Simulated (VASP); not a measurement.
# Y (Pm-3m) in VASP: notebook

Y is run at these levels: LDA; tasks: single point, relaxation of cell and atoms.

Program: VASP 6.6.1. These are calculated values, not measurements. Logs are shortened: lines on timing, memory, paths and dates and some standing lists are left out, and cuts for length are marked.

## 1. The cell of the first run

It takes space group Pm-3m (No. 221, cubic). The conventional cell has a = 3.137 Å, b = 3.137 Å, c = 3.137 Å, α = 90.00°, β = 90.00°, γ = 90.00°. Within 4.1 Å of Y (site symmetry m-3m) lie 6 Y at 3.14 Å.

## 2. Single point, LDA

File INCAR:

```
PREC = Accurate
ENCUT = 520
EDIFF = 1E-6
ISMEAR = 1
SIGMA = 0.1
LREAL = F
LASPH = T
NELM = 80
ALGO = Normal
ISIF = 2
LWAVE = F
LCHARG = F
GGA = CA
NBANDS = 12
```

File KPOINTS:

```
regular mesh
0
Gamma
  7 7 7
```

File POSCAR:

```
Y
1.0
    3.1365413451      0.0000000000      0.0000000000
    0.0000000000      3.1365413451      0.0000000000
    0.0000000000      0.0000000000      3.1365413451
Y
1
Direct
    0.0000000000      0.0000000000      0.0000000000
```

Potentials or basis: VASP PAW LDA potentials, release 64 (Y_sv).

Started as:

```sh
cat potpaw_LDA.64/Y_sv/POTCAR > POTCAR
mpirun -np 1 vasp_std > vasp.out
```

OUTCAR:

```text
PREC = Accurate
   ENCUT = 520
   EDIFF = 1E-6
   ISMEAR = 1
   LREAL = F
   LASPH = T
   NELM = 80
   ISIF = 2
   GGA = CA

 ion  position               nearest neighbor table
   1  0.000  0.000  0.000-

  LATTYP: Found a simple cubic cell.
 ALAT       =     3.1365413451

  Lattice vectors:

 A1 = (   3.1365413451,   0.0000000000,   0.0000000000)
 A2 = (   0.0000000000,   3.1365413451,   0.0000000000)
 A3 = (   0.0000000000,   0.0000000000,   3.1365413451)

Analysis of symmetry for initial positions (statically):
=====================================================================
 Subroutine PRICEL returns:
 Original cell was already a primitive cell.

 Routine SETGRP: Setting up the symmetry group for a
 simple cubic supercell.

 Subroutine GETGRP returns: Found 48 space group operations
 (whereof 48 operations were pure point group operations)
 out of a pool of 48 trial point group operations.

The static configuration has the point symmetry O_h .

Analysis of symmetry for dynamics (positions and initial velocities):
=====================================================================
 Subroutine PRICEL returns:
 Original cell was already a primitive cell.

 Routine SETGRP: Setting up the symmetry group for a
 simple cubic supercell.

 Subroutine GETGRP returns: Found 48 space group operations
 (whereof 48 operations were pure point group operations)
 out of a pool of 48 trial point group operations.

The dynamic configuration has the point symmetry O_h .

 Subroutine INISYM returns: Found 48 space group operations
 (whereof 48 operations are pure point group operations),
 and found     1 'primitive' translations

----------------------------------------------------------------------------------------

                                     Primitive cell

  volume of cell :      30.8570

  direct lattice vectors                    reciprocal lattice vectors
     3.136541345  0.000000000  0.000000000     0.318822515  0.000000000  0.000000000
     0.000000000  3.136541345  0.000000000     0.000000000  0.318822515  0.000000000
     0.000000000  0.000000000  3.136541345     0.000000000  0.000000000  0.318822515

  length of vectors
     3.136541345  3.136541345  3.136541345     0.318822515  0.318822515  0.318822515

  position of ions in fractional coordinates (direct lattice)
     0.000000000  0.000000000  0.000000000

  ion indices of the primitive-cell ions
   primitive index   ion index
                 1           1

----------------------------------------------------------------------------------------

 KPOINTS: regular mesh

Automatic generation of k-mesh.
 Grid dimensions read from file:
 generate k-points for:    7    7    7

 Generating k-lattice:

  Cartesian coordinates                     Fractional coordinates (reciprocal lattice)
     0.045546074  0.000000000  0.000000000     0.142857143  0.000000000  0.000000000
     0.000000000  0.045546074  0.000000000     0.000000000  0.142857143  0.000000000
     0.000000000  0.000000000  0.045546074     0.000000000  0.000000000  0.142857143

  Length of vectors
     0.045546074  0.045546074  0.045546074

  Shift w.r.t. Gamma in fractional coordinates (k-lattice)
     0.000000000  0.000000000  0.000000000

 Subroutine IBZKPT returns following result:
 ===========================================

 Found     20 irreducible k-points:

 Following reciprocal coordinates:
            Coordinates               Weight
  0.000000  0.000000  0.000000      1.000000
  0.142857  0.000000  0.000000      6.000000
  0.285714  0.000000  0.000000      6.000000
  0.428571  0.000000  0.000000      6.000000
  0.142857  0.142857  0.000000     12.000000
  0.285714  0.142857  0.000000     24.000000
[... 12 lines left out ...]
  0.428571  0.428571  0.285714     24.000000
  0.428571  0.428571  0.428571      8.000000
   k-points           NKPTS =     20   k-points in BZ     NKDIM =     20   number of bands    NBANDS=     12
   number of dos      NEDOS =    301   number of ions     NIONS =      1
   total plane-waves  NPLWV =  13824
   dimension x,y,z NGX =    24 NGY =   24 NGZ =   24
   dimension x,y,z NGXF=    48 NGYF=   48 NGZF=   48
   ions per type =               1
   NGX,Y,Z   is equivalent  to a cutoff of  12.72, 12.72, 12.72 a.u.
   NGXF,Y,Z  is equivalent  to a cutoff of  25.44, 25.44, 25.44 a.u.
 SYSTEM =  unknown system
   PREC   = accura    normal or accurate (medium, high low for compatibility)
   ISTART =      0    job   : 0-new  1-cont  2-samecut
   ICHARG =      2    charge: 1-file 2-atom 10-const
   ISPIN  =      1    spin polarized calculation?
   LNONCOLLINEAR =      F non collinear calculations
   LSORBIT =      F    spin-orbit coupling
   LASPH  =      T    aspherical Exc in radial PAW
   ENCUT  =  520.0 eV  38.22 Ry    6.18 a.u.   5.83  5.83  5.83*2*pi/ulx,y,z
   NELM   =     80;   NELMIN=  2; NELMDL= -5     # of ELM steps
   EDIFF  = 0.1E-05   stopping-criterion for ELM
   LREAL  =      F    real-space projection
   EDIFFG = 0.1E-04   stopping-criterion for IOM
   NSW    =      0    number of steps for IOM
   IBRION =     -1    ionic relax: 0-MD 1-quasi-New 2-CG
   NFREE  =      0    steps in history (QN), initial steepest desc. (CG)
   ISIF   =      2    stress and relaxation
   ISYM   =      2    0-nonsym 1-usesym 2-fastsym
   POTIM  = 0.5000    time-step for ionic-motion
   TEBEG  =    0.0;   TEEND  =   0.0 temperature during run
   PSTRESS=    0.0 pullay stress
   NELECT =      11.0000    total number of electrons
   NUPDOWN=      -1.0000    fix difference up-down
   EMIN   =  10.00;   EMAX   =-10.00  energy-range for DOS
   EFERMI =   0.00;   METHOD = LEGACY
   ISMEAR =     1;   SIGMA  =   0.10  broadening in eV -4-tet -1-fermi 0-gaus
   EFERMI_NEDOS =   21; number of points for ismear=-14 and -15
   IALGO  =     38    algorithm
   IMIX   =      4    mixing-type and parameters
     AMIX     =   0.40;   BMIX     =  1.00
     AMIX_MAG =   1.60;   BMIX_MAG =  1.00
  volume/ion in A,a.u.               =      30.86       208.23
  Fermi-wavevector in a.u.,A,eV,Ry     =   1.160793  2.193580 18.333033  1.347440
  Thomas-Fermi vector in A             =   2.297372
   LORBIT       =      0    0 simple, 1 ext, 2 COOP (PROOUT), +10 PAW based schemes
   GGA     = CA    functional components
   LHFCALC =     F    Hartree Fock is set to
   AEXX    =    0.0000 exact exchange contribution
   IVDW    =     0    specifies the selected vdW correction
   LEPSILON=     F    determine dielectric tensor
   LRPA    =     F    only Hartree local field effects (RPA)
 non-spin polarized calculation
 Methfessel and Paxton  Order N= 1 SIGMA  =   0.10
  energy-cutoff  :      520.00
  volume of cell :       30.86
 maximum number of plane-waves:       858
 NGX is ok and might be reduce to    24
   NGX = 11   NGY = 11   NGZ = 11

 number of electron      10.9999999 magnetization

 Free energy of the ion-electron system (eV)
  ---------------------------------------------------
  ext. energy  EPLUGINS =         0.00000000
  ---------------------------------------------------
  free energy    TOTEN  =        -6.16595325 eV

  energy without entropy =       -6.16464499  energy(sigma->0) =       -6.16551716

 E-fermi :   3.1362     XC(G=0):  -9.8259

 val. band max:        3.1158306125   @ k =   0.4286   0.1429   0.1429
 cond. band min:       3.1662483729   @ k =   0.1429   0.1429   0.1429
 fundamental gap:      0.0504177604
 Fermi energy:         3.1361500399

 k-point     1 :       0.0000    0.0000    0.0000
  band No.  band energies     occupation
      1     -39.4009      2.00000
      2     -19.0299      2.00000
      3     -19.0299      2.00000
      4     -19.0299      2.00000
      5      -1.4740      2.00000
      6       2.3306      2.00000
      7       2.3306      2.00000
      8       8.9982      0.00000
      9       8.9982      0.00000
     10       8.9982      0.00000
     11      14.1393      0.00000
     12      14.1393      0.00000

 k-point     2 :       0.1429    0.0000    0.0000
  band No.  band energies     occupation
      1     -39.3805      2.00000
      2     -19.2353      2.00000
      3     -19.0124      2.00000
      4     -19.0124      2.00000
      5      -1.0389      2.00000
      6       2.4627      2.00000
      7       2.7501      2.00000
      8       8.1989      0.00000
      9       8.1989      0.00000
     10       9.0542      0.00000
     11      12.5450      0.00000
     12      15.1263      0.00000

 k-point     3 :       0.2857    0.0000    0.0000
  band No.  band energies     occupation
      1     -39.3343      2.00000
      2     -19.6718      2.00000
      3     -18.9727      2.00000
      4     -18.9727      2.00000
      5       0.0103      2.00000
      6       2.7869      2.00001
      7       3.5725     -0.00000
      8       6.9545      0.00000
      9       6.9545      0.00000
     10       9.1838      0.00000
     11      10.9619      0.00000
     12      15.1448      0.00000

 k-point     4 :       0.4286    0.0000    0.0000
  band No.  band energies     occupation
      1     -39.2968      2.00000
      2     -20.0006      2.00000
      3     -18.9406      2.00000
      4     -18.9406      2.00000
      5       1.1442      2.00000
      6       3.0815      1.78904
      7       3.5695     -0.00000
      8       6.2036      0.00000
      9       6.2036      0.00000
     10       9.2921      0.00000
     11      11.4706      0.00000
     12      13.7414      0.00000

 k-point     5 :       0.1429    0.1429    0.0000
  band No.  band energies     occupation
      1     -39.3603      2.00000
      2     -19.2267      2.00000
      3     -19.2040      2.00000
      4     -18.9951      2.00000
      5      -0.6122      2.00000
      6       2.7269      2.00000
      7       3.0424      2.03465
      8       7.2975      0.00000
      9       8.1119      0.00000
     10       8.4678      0.00000
     11      13.4461      0.00000
     12      13.4587      0.00000
[... 168 lines left out ...]
      1     -39.2056      2.00000
      2     -19.5444      2.00000
      3     -19.5015      2.00000
      4     -19.5015      2.00000
      5       1.8697      2.00000
      6       4.1196     -0.00000
      7       4.1196     -0.00000
      8       6.2013      0.00000
      9       6.2013      0.00000
     10       6.7547      0.00000
     11      13.3236      0.00000
     12      15.4189      0.00000

 k-point    18 :       0.4286    0.2857    0.2857
  band No.  band energies     occupation
      1     -39.1697      2.00000
      2     -19.8249      2.00000
      3     -19.4861      2.00000
      4     -19.4598      2.00000
      5       2.0425      2.00000
      6       3.5016     -0.00000
      7       3.8540     -0.00000
      8       6.1672      0.00000
      9       6.7487      0.00000
     10       9.1532      0.00000
     11      12.3397      0.00000
     12      13.2156      0.00000

 k-point    19 :       0.4286    0.4286    0.2857
  band No.  band energies     occupation
      1     -39.1343      2.00000
      2     -19.7794      2.00000
      3     -19.7738      2.00000
      4     -19.4316      2.00000
      5       1.8284      2.00000
      6       3.3015     -0.04119
      7       3.4256     -0.00033
      8       6.4814      0.00000
      9       9.1805      0.00000
     10       9.9090      0.00000
     11      11.1219      0.00000
     12      12.7361      0.00000

 k-point    20 :       0.4286    0.4286    0.4286
  band No.  band energies     occupation
      1     -39.0994      2.00000
      2     -19.7350      2.00000
      3     -19.7275      2.00000
      4     -19.7275      2.00000
      5       2.2608      2.00000
      6       2.5770      2.00000
      7       2.5770      2.00000
      8       9.4636      0.00000
      9       9.4636      0.00000
     10       9.5704      0.00000
     11      10.8455      0.00000
     12      13.6316      0.00000

------------------------ aborting loop because EDIFF is reached ----------------------------------------

  FORCE on cell =-STRESS in cart. coord.  units (eV):
  Direction    XX          YY          ZZ          XY          YZ          ZX
  --------------------------------------------------------------------------------------
  -------------------------------------------------------------------------------------
  Total       -0.0108794     -0.0108794     -0.0108794      0.0000000     -0.0000000      0.0000000
  in kB       -0.5648886     -0.5648886     -0.5648886      0.0000000     -0.0000000      0.0000000
  external PRESSURE =      -0.5648886 kB  Pullay stress =       0.0000000 kB

 VOLUME and BASIS-vectors are now :
 -----------------------------------------------------------------------------
  energy-cutoff  :      520.00
  volume of cell :       30.86
      direct lattice vectors                 reciprocal lattice vectors
     3.136541345  0.000000000  0.000000000     0.318822515  0.000000000  0.000000000
     0.000000000  3.136541345  0.000000000     0.000000000  0.318822515  0.000000000
     0.000000000  0.000000000  3.136541345     0.000000000  0.000000000  0.318822515

 POSITION                                       TOTAL-FORCE (eV/Angst)
 -----------------------------------------------------------------------------------
      0.00000      0.00000      0.00000         0.000000      0.000000      0.000000
 -----------------------------------------------------------------------------------
    total drift:                                0.000000      0.000000      0.000000

  FREE ENERGIE OF THE ION-ELECTRON SYSTEM (eV)
  ---------------------------------------------------
  free  energy   TOTEN  =        -6.1659532472 eV

  energy  without entropy=       -6.1646449865  energy(sigma->0) =       -6.16551716
```

Wall time 5.3 s (1 thread of Intel Xeon 6975P-C, shared host); peak memory 0.14 GiB.

What came out:

```yaml
Free_energy: -6.1660 eV
Pressure: -0.1 GPa
```

Levels at points of the mesh, in eV from the Fermi level:
| k point | band 2 | band 3 | band 4 | band 5 | band 6 | band 7 | band 8 | band 9 | band 10 | band 11 |
| --- | --- | --- | --- | --- | --- | --- | --- | --- | --- | --- |
| (0.00, 0.00, 0.00) | -22.17 | -22.17 | -22.17 | -4.61 | -0.81 | -0.81 | 5.86 | 5.86 | 5.86 | 11.00 |

## 3. Relaxation of cell and atoms, LDA

This run uses another cell than the first one, of 36.26 Å³/atom, 1.175 times its volume.

File INCAR:

```
PREC     = Accurate       # precision mode
ENCUT    = 600            # plane-wave cutoff, eV
EDIFF    = 1E-6           # SCF threshold, eV
ISMEAR   = 1              # smearing method
SIGMA    = 0.1            # smearing width, eV
LREAL    = False          # projectors in reciprocal space
LASPH    = True           # aspherical terms in the spheres
NELM     = 100            # most SCF steps
ALGO     = Normal         # electronic algorithm
ISIF     = 3              # what is computed and relaxed
LWAVE    = False          # write WAVECAR
LCHARG   = False          # write CHGCAR
IBRION   = 2              # ionic algorithm
NSW      = 80             # ionic steps
EDIFFG   = -0.03          # ionic threshold
```

File KPOINTS:

```
Automatic mesh
0
Gamma
  7 7 7
```

File POSCAR:

```
Y
1.0
    3.3100000000      0.0000000000      0.0000000000
    0.0000000000      3.3100000000      0.0000000000
    0.0000000000      0.0000000000      3.3100000000
Y
1
Direct
    0.0000000000      0.0000000000      0.0000000000
```

Potentials or basis: VASP PAW LDA potentials, release 64 (Y_sv).

Started as:

```sh
cat potpaw_LDA.64/Y_sv/POTCAR > POTCAR
mpirun -np 1 vasp_std > vasp.out
```

It took 21 s on 1 thread of Intel Xeon 6975P-C, shared host; peak memory 0.16 GiB.

Results (log left out):

- Free energy: -6.1661 eV
- Relaxed volume: 30.92 Å³/atom
- Relaxed cell: a = 3.139 Å, b = 3.139 Å, c = 3.139 Å, α = 90.00°, β = 90.00°, γ = 90.00°
- Space group after relaxing (to 0.05 Å): Pm-3m (No. 221)
- Energy gained by relaxing: 78.7 meV/atom
- Ionic steps: 3
- Pressure after relaxing: -0.1 GPa

The path:
```csv
step,energy change (eV),largest force (eV/Å),pressure (GPa),volume (Å³)
1,0.0000,0.0000,-3.99,36.26
2,-0.0760,0.0000,-0.94,31.73
3,-0.0787,0.0000,-0.12,30.92
```

Final structure:
```yaml
crystal:
  lattice:
    - [3.13874, 0.00000, 0.00000]
    - [0.00000, 3.13874, 0.00000]
    - [0.00000, 0.00000, 3.13874]
  atoms:
    - { symbol: Y, position: [0.00000, 0.00000, 0.00000] }
```

Levels at points of the mesh, in eV from the Fermi level:
```tsv
k point	band 4	band 5	band 6	band 7	band 8	band 9
(0.00, 0.00, 0.00)	-22.17	-4.61	-0.80	-0.80	5.85	5.85
```

(Continued in part 2 of 2.)
